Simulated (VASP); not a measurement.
Write the native input for VASP 6.6.1 that does the following.

* Task: single point
* Functional: PBE
* Potentials or basis: VASP PAW PBE potentials, release 64 (Be)
* Cutoff: 520 eV
* k mesh: 18 × 18 × 18
* Occupations: fermi-dirac, width 0.136057 eV
* Spin: no spin polarisation
* Dipole correction: no
* Further INCAR settings: ALGO = Normal; EDIFF = 1e-06; NBANDS = 7

The structure of Be lies in POSCAR:

```
Be
1.0
   -1.2504531690      1.2504531690      1.2504531690
    1.2504531690     -1.2504531690      1.2504531690
    1.2504531690      1.2504531690     -1.2504531690
Be
1
Direct
    0.0000000000      0.0000000000      0.0000000000
```

These files were run (other wordings do the same):

INCAR

```
SYSTEM = Be
PREC     = Accurate       ! precision mode
ENCUT    = 520            ! plane-wave cutoff, eV
EDIFF    = 1E-6           ! SCF threshold, eV
ISMEAR   = -1             ! smearing method
SIGMA    = 0.13605693000000002 ! smearing width, eV
LREAL    = .FALSE.        ! projectors in reciprocal space
LASPH    = .TRUE.         ! aspherical terms in the spheres
NELM     = 100            ! most SCF steps
ALGO     = Normal         ! electronic algorithm
ISIF     = 2              ! what is computed and relaxed
LWAVE    = .FALSE.        ! write WAVECAR
LCHARG   = .FALSE.        ! write CHGCAR
GGA      = PE             ! functional
NBANDS   = 7              ! bands
```

KPOINTS

```
Automatic mesh
0
G
  18 18 18
  0 0 0
```

Potentials or basis: VASP PAW PBE potentials, release 64 (Be).

Launch:

```sh
$ cat potpaw_PBE.64/Be/POTCAR > POTCAR
$ mpirun -np 1 vasp_std > vasp.out
```

It gave:

```
Pressure               : 0.2 GPa
Band gap on the k mesh : zero (band 1 reaches 11.96 eV, above the bottom of band 2 at 6.61 eV)
```

Wall time 12 s on 1 thread of AMD EPYC 7R13, on a shared host, peak memory 0.08 GiB.
